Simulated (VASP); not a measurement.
# HOsPt3 (Pm-3m) in VASP: further runs, part 2 of 2

VASP 6.6.1.

## 3. Relaxation of cell and atoms, PBE

This run uses another cell than the first one, of 22.38 Å³/atom, 0.997 times its volume.

File INCAR:

```
SYSTEM = HOsPt3
  ALGO = Normal
  EDIFF = 1E-7
  EDIFFG = -0.01
  ENCUT = 600
  GGA = PE
  IBRION = 2
  ISIF = 3
  ISMEAR = 0
  LASPH = .TRUE.
  LCHARG = .FALSE.
  LREAL = .FALSE.
  LWAVE = .FALSE.
  NELM = 100
  NSW = 100
  PREC = Accurate
  SIGMA = 0.1
```

File KPOINTS:

```
k-points
0
G
  8 8 8
  0 0 0
```

File POSCAR:

```
HOsPt3
1.0
    4.8188617803      0.0000000000      0.0000000000
    0.0000000000      4.8188617803      0.0000000000
    0.0000000000      0.0000000000      4.8188617803
H Os Pt
1 1 3
Direct
    0.0000000000      0.0000000000      0.0000000000
    0.5000000000      0.5000000000      0.5000000000
    0.5000000000      0.5000000000      0.0000000000
    0.0000000000      0.5000000000      0.5000000000
    0.5000000000      0.0000000000      0.5000000000
```

Potentials or basis: VASP PAW PBE potentials, release 64 (H, Os, Pt).

On the command line:

```console
$ cat potpaw_PBE.64/H/POTCAR potpaw_PBE.64/Os/POTCAR potpaw_PBE.64/Pt/POTCAR > POTCAR
$ mpirun -np 1 vasp_std > vasp.out
```

OUTCAR:

```text
SYSTEM = HOsPt3
   EDIFF = 1E-7
   EDIFFG = -0.01
   ENCUT = 600
   GGA = PE
   IBRION = 2
   ISIF = 3
   ISMEAR = 0
   LASPH = .TRUE.
   LREAL = .FALSE.
   NELM = 100
   NSW = 100
   PREC = Accurate

 ion  position               nearest neighbor table
   1  0.000  0.000  0.000-
   2  0.500  0.500  0.500-   3 2.41   4 2.41   5 2.41   3 2.41   5 2.41   4 2.41
   3  0.500  0.500  0.000-   2 2.41   2 2.41   5 3.41   4 3.41   4 3.41   5 3.41   5 3.41   5 3.41
                             4 3.41   4 3.41
   4  0.000  0.500  0.500-   2 2.41   2 2.41   5 3.41   3 3.41   5 3.41   3 3.41   3 3.41   5 3.41
                             3 3.41   5 3.41
   5  0.500  0.000  0.500-   2 2.41   2 2.41   4 3.41   3 3.41   3 3.41   3 3.41   4 3.41   3 3.41
                             4 3.41   4 3.41

  LATTYP: Found a simple cubic cell.
 ALAT       =     4.8188617803

  Lattice vectors:

 A1 = (   4.8188617803,   0.0000000000,   0.0000000000)
 A2 = (   0.0000000000,   4.8188617803,   0.0000000000)
 A3 = (   0.0000000000,   0.0000000000,   4.8188617803)

Analysis of symmetry for initial positions (statically):
=====================================================================
 Subroutine PRICEL returns:
 Original cell was already a primitive cell.

 Routine SETGRP: Setting up the symmetry group for a
 simple cubic supercell.

 Subroutine GETGRP returns: Found 48 space group operations
 (whereof 48 operations were pure point group operations)
 out of a pool of 48 trial point group operations.

The static configuration has the point symmetry O_h .

Analysis of symmetry for dynamics (positions and initial velocities):
=====================================================================
 Subroutine PRICEL returns:
 Original cell was already a primitive cell.

 Routine SETGRP: Setting up the symmetry group for a
 simple cubic supercell.

[... 132 lines left out ...]
  Fermi-wavevector in a.u.,A,eV,Ry     =   1.152087  2.177129 18.059070  1.327304
  Thomas-Fermi vector in A             =   2.288740
   LORBIT       =      0    0 simple, 1 ext, 2 COOP (PROOUT), +10 PAW based schemes
   GGA     = PE    functional components
   LHFCALC =     F    Hartree Fock is set to
   AEXX    =    0.0000 exact exchange contribution
   IVDW    =     0    specifies the selected vdW correction
   LEPSILON=     F    determine dielectric tensor
   LRPA    =     F    only Hartree local field effects (RPA)
 conjugate gradient relaxation of ions
 non-spin polarized calculation
 Gauss-broadening in eV      SIGMA  =   0.10
  energy-cutoff  :      600.00
  volume of cell :      111.90
 maximum number of plane-waves:      3783
 NGX is ok and might be reduce to    40
   NGX = 19   NGY = 19   NGZ = 19

 number of electron      39.0000002 magnetization

 Free energy of the ion-electron system (eV)
  ---------------------------------------------------
  ext. energy  EPLUGINS =         0.00000000
  ---------------------------------------------------
  free energy    TOTEN  =       -23.53552173 eV

  energy without entropy =      -23.50955690  energy(sigma->0) =      -23.52253931

 E-fermi :   3.1352     XC(G=0):  -9.8408

 val. band max:        3.1213172268   @ k =   0.5000   0.3750   0.1250
 cond. band min:       3.1401877454   @ k =   0.5000   0.2500   0.1250
 fundamental gap:      0.0188705187
 Fermi energy:         3.1351840996

 k-point     1 :       0.0000    0.0000    0.0000
  band No.  band energies     occupation
      1      -4.7303      2.00000
      2      -3.5336      2.00000
      3      -3.5336      2.00000
      4      -2.5661      2.00000
      5      -2.5661      2.00000
      6      -2.5661      2.00000
[... 613 lines left out ...]
     22       3.1213      1.15547
     23       3.6757      0.00000

 [... further k-points ...]

------------------------ aborting loop because EDIFF is reached ----------------------------------------

  FORCE on cell =-STRESS in cart. coord.  units (eV):
  Direction    XX          YY          ZZ          XY          YZ          ZX
  --------------------------------------------------------------------------------------
  -------------------------------------------------------------------------------------
  Total        0.0482072      0.0482072      0.0482072     -0.0000000     -0.0000000      0.0000000
  in kB        0.6902225      0.6902225      0.6902225     -0.0000000     -0.0000000      0.0000000
  external PRESSURE =       0.6902225 kB  Pullay stress =       0.0000000 kB

 VOLUME and BASIS-vectors are now :
 -----------------------------------------------------------------------------
  energy-cutoff  :      600.00
  volume of cell :      111.90
      direct lattice vectors                 reciprocal lattice vectors
     4.818861780  0.000000000  0.000000000     0.207517884  0.000000000  0.000000000
     0.000000000  4.818861780  0.000000000     0.000000000  0.207517884  0.000000000
     0.000000000  0.000000000  4.818861780     0.000000000  0.000000000  0.207517884

 POSITION                                       TOTAL-FORCE (eV/Angst)
 -----------------------------------------------------------------------------------
      0.00000      0.00000      0.00000         0.000000      0.000000      0.000000
      2.40943      2.40943      2.40943         0.000000      0.000000      0.000000
      2.40943      2.40943      0.00000         0.000000      0.000000      0.000000
      0.00000      2.40943      2.40943         0.000000      0.000000      0.000000
      2.40943      0.00000      2.40943         0.000000      0.000000      0.000000
 -----------------------------------------------------------------------------------
    total drift:                               -0.000000     -0.000000     -0.000000

  FREE ENERGIE OF THE ION-ELECTRON SYSTEM (eV)
  ---------------------------------------------------
  free  energy   TOTEN  =       -23.5355217331 eV

  energy  without entropy=      -23.5095568967  energy(sigma->0) =      -23.52253931

 reached required accuracy - stopping structural energy minimisation
```

CONTCAR:

```text
HOsPt3
   1.00000000000000
     4.8188617802999998    0.0000000000000000    0.0000000000000000
     0.0000000000000000    4.8188617802999998    0.0000000000000000
     0.0000000000000000    0.0000000000000000    4.8188617802999998
  H               Os              Pt
     1     1     3
Direct
     0.0000000000000000    0.0000000000000000    0.0000000000000000
     0.5000000000000000    0.5000000000000000    0.5000000000000000
     0.5000000000000000    0.5000000000000000    0.0000000000000000
     0.0000000000000000    0.5000000000000000    0.5000000000000000
     0.5000000000000000    0.0000000000000000    0.5000000000000000

  0.00000000E+00  0.00000000E+00  0.00000000E+00
  0.00000000E+00  0.00000000E+00  0.00000000E+00
  0.00000000E+00  0.00000000E+00  0.00000000E+00
  0.00000000E+00  0.00000000E+00  0.00000000E+00
  0.00000000E+00  0.00000000E+00  0.00000000E+00
```

It took 1.8 min on 1 thread of Intel Xeon Platinum 8488C (Sapphire Rapids), shared host; peak memory 0.31 GiB.

Results:

| Property | Result |
| --- | --- |
| Free energy | -23.5355 eV |
| Pressure after relaxing | 0.1 GPa |

Final structure:
```
CELL_PARAMETERS angstrom
4.81886 0.00000 0.00000
0.00000 4.81886 0.00000
0.00000 0.00000 4.81886
ATOMIC_POSITIONS crystal
H 0.00000 0.00000 0.00000
Os 0.50000 0.50000 0.50000
Pt 0.50000 0.50000 0.00000
Pt 0.00000 0.50000 0.50000
Pt 0.50000 0.00000 0.50000
```

Caveat: the relaxation stopped at its first step, so nothing moved; spin-orbit coupling is left out, which moves the levels of the heavy elements.

## 4. Single point, PBE

This run uses another cell than the first one, of 12.56 Å³/atom, 0.559 times its volume.

File INCAR:

```
PREC = Accurate
ENCUT = 520
EDIFF = 1E-6
ISMEAR = 0
SIGMA = 0.1
LREAL = False
LASPH = True
NELM = 100
ALGO = Normal
ISIF = 2
LWAVE = False
LCHARG = False
GGA = PE
NBANDS = 28
```

File KPOINTS:

```
Automatic mesh
0
Gamma
  4 4 4
```

Changes to POSCAR since step 3:

```diff
@@ -2,5 +2,5 @@
 1.0
-    4.8188617803      0.0000000000      0.0000000000
-    0.0000000000      4.8188617803      0.0000000000
-    0.0000000000      0.0000000000      4.8188617803
+    3.9744655900      0.0000000000      0.0000000000
+    0.0000000000      3.9744655900      0.0000000000
+    0.0000000000      0.0000000000      3.9744655900
 H Os Pt
```

Potentials or basis: VASP PAW PBE potentials, release 64 (H, Os, Pt).

On the command line:

```console
$ cat potpaw_PBE.64/H/POTCAR potpaw_PBE.64/Os/POTCAR potpaw_PBE.64/Pt/POTCAR > POTCAR
$ mpirun -np 1 vasp_std > vasp.out
```

OUTCAR:

```text
PREC = Accurate
   ENCUT = 520
   EDIFF = 1E-6
   ISMEAR = 0
   LREAL = False
   LASPH = True
   NELM = 100
   ISIF = 2
   GGA = PE

 ion  position               nearest neighbor table
   1  0.000  0.000  0.000-
   2  0.500  0.500  0.500-   3 1.99   4 1.99   5 1.99   3 1.99   5 1.99   4 1.99
   3  0.500  0.500  0.000-   2 1.99   2 1.99   5 2.81   4 2.81   4 2.81   5 2.81   5 2.81   5 2.81
                             4 2.81   4 2.81
   4  0.000  0.500  0.500-   2 1.99   2 1.99   5 2.81   3 2.81   5 2.81   3 2.81   3 2.81   5 2.81
                             3 2.81   5 2.81
   5  0.500  0.000  0.500-   2 1.99   2 1.99   4 2.81   3 2.81   3 2.81   3 2.81   4 2.81   3 2.81
                             4 2.81   4 2.81

  LATTYP: Found a simple cubic cell.
 ALAT       =     3.9744655900

  Lattice vectors:

 A1 = (   3.9744655900,   0.0000000000,   0.0000000000)
 A2 = (   0.0000000000,   3.9744655900,   0.0000000000)
 A3 = (   0.0000000000,   0.0000000000,   3.9744655900)

Analysis of symmetry for initial positions (statically):
=====================================================================
 Subroutine PRICEL returns:
 Original cell was already a primitive cell.

 Routine SETGRP: Setting up the symmetry group for a
 simple cubic supercell.

 Subroutine GETGRP returns: Found 48 space group operations
 (whereof 48 operations were pure point group operations)
 out of a pool of 48 trial point group operations.

The static configuration has the point symmetry O_h .

Analysis of symmetry for dynamics (positions and initial velocities):
=====================================================================
 Subroutine PRICEL returns:
 Original cell was already a primitive cell.

 Routine SETGRP: Setting up the symmetry group for a
 simple cubic supercell.

 Subroutine GETGRP returns: Found 48 space group operations
 (whereof 48 operations were pure point group operations)
 out of a pool of 48 trial point group operations.

The dynamic configuration has the point symmetry O_h .

 Subroutine INISYM returns: Found 48 space group operations
 (whereof 48 operations are pure point group operations),
 and found     1 'primitive' translations

----------------------------------------------------------------------------------------

                                     Primitive cell

  volume of cell :      62.7822

  direct lattice vectors                    reciprocal lattice vectors
     3.974465590  0.000000000  0.000000000     0.251606154  0.000000000  0.000000000
     0.000000000  3.974465590  0.000000000     0.000000000  0.251606154  0.000000000
     0.000000000  0.000000000  3.974465590     0.000000000  0.000000000  0.251606154

  length of vectors
     3.974465590  3.974465590  3.974465590     0.251606154  0.251606154  0.251606154

  position of ions in fractional coordinates (direct lattice)
     0.000000000  0.000000000  0.000000000
     0.500000000  0.500000000  0.500000000
     0.500000000  0.500000000  0.000000000
     0.000000000  0.500000000  0.500000000
     0.500000000  0.000000000  0.500000000

  ion indices of the primitive-cell ions
   primitive index   ion index
                 1           1
                 2           2
                 3           3
                 4           4
[... 30 lines left out ...]
  0.000000  0.000000  0.000000      1.000000
  0.250000  0.000000  0.000000      6.000000
  0.500000  0.000000  0.000000      3.000000
  0.250000  0.250000  0.000000     12.000000
  0.500000  0.250000  0.000000     12.000000
  0.500000  0.500000  0.000000      3.000000
  0.250000  0.250000  0.250000      8.000000
  0.500000  0.250000  0.250000     12.000000
  0.500000  0.500000  0.250000      6.000000
  0.500000  0.500000  0.500000      1.000000
   k-points           NKPTS =     10   k-points in BZ     NKDIM =     10   number of bands    NBANDS=     28
   number of dos      NEDOS =    301   number of ions     NIONS =      5
   total plane-waves  NPLWV =  27000
   dimension x,y,z NGX =    30 NGY =   30 NGZ =   30
   dimension x,y,z NGXF=    60 NGYF=   60 NGZF=   60
   ions per type =               1   1   3
   NGX,Y,Z   is equivalent  to a cutoff of  12.55, 12.55, 12.55 a.u.
   NGXF,Y,Z  is equivalent  to a cutoff of  25.10, 25.10, 25.10 a.u.
 SYSTEM =  unknown system
   PREC   = accura    normal or accurate (medium, high low for compatibility)
   ISTART =      0    job   : 0-new  1-cont  2-samecut
   ICHARG =      2    charge: 1-file 2-atom 10-const
   ISPIN  =      1    spin polarized calculation?
   LNONCOLLINEAR =      F non collinear calculations
   LSORBIT =      F    spin-orbit coupling
   LASPH  =      T    aspherical Exc in radial PAW
   ENCUT  =  520.0 eV  38.22 Ry    6.18 a.u.   7.39  7.39  7.39*2*pi/ulx,y,z
   NELM   =    100;   NELMIN=  2; NELMDL= -5     # of ELM steps
   EDIFF  = 0.1E-05   stopping-criterion for ELM
   LREAL  =      F    real-space projection
   EDIFFG = 0.1E-04   stopping-criterion for IOM
   NSW    =      0    number of steps for IOM
   IBRION =     -1    ionic relax: 0-MD 1-quasi-New 2-CG
   NFREE  =      0    steps in history (QN), initial steepest desc. (CG)
   ISIF   =      2    stress and relaxation
   ISYM   =      2    0-nonsym 1-usesym 2-fastsym
   POTIM  = 0.5000    time-step for ionic-motion
   TEBEG  =    0.0;   TEEND  =   0.0 temperature during run
   PSTRESS=    0.0 pullay stress
   NELECT =      39.0000    total number of electrons
   NUPDOWN=      -1.0000    fix difference up-down
   EMIN   =  10.00;   EMAX   =-10.00  energy-range for DOS
   EFERMI =   0.00;   METHOD = LEGACY
   ISMEAR =     0;   SIGMA  =   0.10  broadening in eV -4-tet -1-fermi 0-gaus
   EFERMI_NEDOS =   21; number of points for ismear=-14 and -15
   IALGO  =     38    algorithm
   IMIX   =      4    mixing-type and parameters
     AMIX     =   0.40;   BMIX     =  1.00
     AMIX_MAG =   1.60;   BMIX_MAG =  1.00
  volume/ion in A,a.u.               =      12.56        84.73
  Fermi-wavevector in a.u.,A,eV,Ry     =   1.396854  2.639671 26.547696  1.951201
  Thomas-Fermi vector in A             =   2.520167
   LORBIT       =      0    0 simple, 1 ext, 2 COOP (PROOUT), +10 PAW based schemes
   GGA     = PE    functional components
   LHFCALC =     F    Hartree Fock is set to
   AEXX    =    0.0000 exact exchange contribution
   IVDW    =     0    specifies the selected vdW correction
   LEPSILON=     F    determine dielectric tensor
   LRPA    =     F    only Hartree local field effects (RPA)
 non-spin polarized calculation
 Gauss-broadening in eV      SIGMA  =   0.10
  energy-cutoff  :      520.00
  volume of cell :       62.78
 maximum number of plane-waves:      1743
 NGX is ok and might be reduce to    30
   NGX = 15   NGY = 15   NGZ = 15

 number of electron      39.0000007 magnetization

 Free energy of the ion-electron system (eV)
  ---------------------------------------------------
  ext. energy  EPLUGINS =         0.00000000
  ---------------------------------------------------
  free energy    TOTEN  =        -2.79206105 eV

  energy without entropy =       -2.76385420  energy(sigma->0) =       -2.77795763

 E-fermi :  11.0033     XC(G=0): -12.8718

 val. band max:       10.9528732981   @ k =   0.2500   0.2500   0.2500
 cond. band min:      11.0120663459   @ k =   0.2500   0.2500   0.0000
 fundamental gap:      0.0591930478
 Fermi energy:        11.0033038768

 k-point     1 :       0.0000    0.0000    0.0000
  band No.  band energies     occupation
      1      -1.5694      2.00000
      2      -1.5694      2.00000
      3      -1.5070      2.00000
      4      -1.5070      2.00000
      5      -1.5070      2.00000
      6      -0.6986      2.00000
[... 299 lines left out ...]
     27      13.3837      0.00000
     28      13.3837      0.00000

------------------------ aborting loop because EDIFF is reached ----------------------------------------

  FORCE on cell =-STRESS in cart. coord.  units (eV):
  Direction    XX          YY          ZZ          XY          YZ          ZX
  --------------------------------------------------------------------------------------
  -------------------------------------------------------------------------------------
  Total       89.8041819     89.8041819     89.8041819      0.0000000      0.0000000     -0.0000000
  in kB     2291.7694167   2291.7694167   2291.7694167      0.0000000      0.0000000     -0.0000000
  external PRESSURE =    2291.7694167 kB  Pullay stress =       0.0000000 kB

 VOLUME and BASIS-vectors are now :
 -----------------------------------------------------------------------------
  energy-cutoff  :      520.00
  volume of cell :       62.78
      direct lattice vectors                 reciprocal lattice vectors
     3.974465590  0.000000000  0.000000000     0.251606154  0.000000000  0.000000000
     0.000000000  3.974465590  0.000000000     0.000000000  0.251606154  0.000000000
     0.000000000  0.000000000  3.974465590     0.000000000  0.000000000  0.251606154

 POSITION                                       TOTAL-FORCE (eV/Angst)
 -----------------------------------------------------------------------------------
      0.00000      0.00000      0.00000         0.000000      0.000000      0.000000
      1.98723      1.98723      1.98723         0.000000      0.000000      0.000000
      1.98723      1.98723      0.00000         0.000000      0.000000      0.000000
      0.00000      1.98723      1.98723         0.000000      0.000000      0.000000
      1.98723      0.00000      1.98723         0.000000      0.000000      0.000000
 -----------------------------------------------------------------------------------
    total drift:                                0.000000      0.000000     -0.000000

  FREE ENERGIE OF THE ION-ELECTRON SYSTEM (eV)
  ---------------------------------------------------
  free  energy   TOTEN  =        -2.7920610495 eV

  energy  without entropy=       -2.7638542009  energy(sigma->0) =       -2.77795763
```

OSZICAR:

```text
N       E                     dE             d eps       ncg     rms          rms(c)
DAV:   1     0.305215635993E+03    0.30522E+03   -0.19515E+04   560   0.132E+03
DAV:   2     0.764296636218E+01   -0.29757E+03   -0.27971E+03   584   0.353E+02
DAV:   3    -0.480188363458E+01   -0.12445E+02   -0.12071E+02   616   0.705E+01
DAV:   4    -0.501750469146E+01   -0.21562E+00   -0.21386E+00   600   0.914E+00
DAV:   5    -0.502068431295E+01   -0.31796E-02   -0.31794E-02   608   0.122E+00    0.578E+01
DAV:   6    -0.337530702436E+01    0.16454E+01   -0.19717E+00   596   0.103E+01    0.374E+01
DAV:   7    -0.283444808813E+01    0.54086E+00   -0.32278E-01   568   0.394E+00    0.467E+00
DAV:   8    -0.279476915892E+01    0.39679E-01   -0.15811E-01   596   0.355E+00    0.118E+00
DAV:   9    -0.279259409225E+01    0.21751E-02   -0.12686E-02   608   0.101E+00    0.370E-01
DAV:  10    -0.279207842977E+01    0.51566E-03   -0.76982E-04   604   0.202E-01    0.811E-02
DAV:  11    -0.279206059714E+01    0.17833E-04   -0.14446E-04   604   0.740E-02    0.277E-02
DAV:  12    -0.279206104947E+01   -0.45232E-06   -0.67745E-06   568   0.214E-02
   1 F= -.27920610E+01 E0= -.27779576E+01  d E =-.282068E-01
```

Run time: 17 s. Hardware: 1 thread of Intel Xeon Platinum 8488C (Sapphire Rapids), shared host; peak memory 0.17 GiB.

Results:

```
Free energy : -2.7921 eV
Pressure    : 229.2 GPa
```

Caveat: the k points lie up to 0.40 Å⁻¹ apart; spin-orbit coupling is left out, which moves the levels of the heavy elements.

## 5. Overview

```tsv
task	cell	k mesh	cutoff (eV)	gap on the mesh (eV)	pressure (GPa)
single point	a = 4.824 Å, 5 atoms	8 × 8 × 8	520	none	-0.3
relaxation of cell and atoms	relaxed from a = 4.819 Å, 5 atoms	8 × 8 × 8	600	none	0.1
single point	a = 3.974 Å, 5 atoms	4 × 4 × 4	520	none	229.2
```

Alike in all rows: level PBE; potentials or basis VASP PAW PBE potentials, release 64 (H, Os, Pt); no spin polarisation; smearing gaussian 0.1 eV.

Caveats: some runs use coarse meshes; spin-orbit coupling is left out, which moves the levels of the heavy elements; the relaxation stopped at its first step, so nothing moved (some runs).

Total energies depend on the potentials used, so only differences within one code and one set of settings carry meaning.
